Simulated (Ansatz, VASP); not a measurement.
**Two plane-wave programs on Tl**

```
Tl
1.0
     3.25117    0.00000    0.00000
     0.00000    3.25117    0.00000
     0.00000    0.00000    3.25117
Tl
1
Direct
  0.00000 0.00000 0.00000
```

Alike in both runs: functional PBE; k mesh 13 × 13 × 13; occupations fermi-dirac, width 0.05 eV; no spin polarisation.

Ansatz relaxed the structure, and its values are those at the end. VASP's run is a single point on that final structure, the one shown.

|  | VASP | Ansatz |
| --- | --- | --- |
| version | VASP 6.6.1 | Ansatz 0.2.0 |
| potentials or method | VASP PAW PBE potentials, release 64 (Tl_d) | PAW with Ansatz's default frozen-core files, scalar-relativistic |
| plane-wave cutoff (eV) | 520 | 420 |
| valence electrons in the cell | 13 | 13 |

Ansatz gave:

```
pressure (GPa) : 0.0
```

Problem. What did VASP give for the same quantities?

Solution. Pressure (GPa): -0.1.

The functional is the same, so the differences come from potentials, cutoffs and numerics.

Spin-orbit coupling is off throughout.
